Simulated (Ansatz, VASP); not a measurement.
Na in VASP and in Ansatz

```xyz
1
Lattice="-2.0269 2.0269 2.0269 2.0269 -2.0269 2.0269 2.0269 2.0269 -2.0269" Properties=species:S:1:pos:R:3 pbc="T T T"
Na    0.0000    0.0000    0.0000
```

Alike in both runs: functional LDA; k mesh 14 × 14 × 14; occupations gaussian, width 0.1 eV; no spin polarisation.

Ansatz relaxed the structure, and its values are those at the end. VASP's run is a single point on that final structure, the one shown.

|  | VASP | Ansatz |
| --- | --- | --- |
| version | VASP 6.6.1 | Ansatz 0.2.0 |
| potentials or method | VASP PAW LDA potentials, release 64 (Na_pv), cutoff 500 eV | scalar-relativistic, plane waves, PAW |
| valence electrons in the cell | 7 | 9 |

Ansatz gave:

- gap on the k mesh at the Fermi level (eV): none
- pressure (GPa): 0.0

**Question.** Estimate VASP's values.

**Answer.** gap on the k mesh at the Fermi level (eV): none; pressure (GPa): -0.1.

Ansatz warns that its potentials were made for another functional, while VASP's fit it. LDA's correlation is that of Perdew and Zunger in VASP and of Perdew and Wang (1992) in Ansatz. A gap of «none» marks a metal or a gap that the smearing closes. VASP's potentials hold 7 valence electrons a cell and Ansatz's 9, so a difference there can come from the potentials and not from the codes.
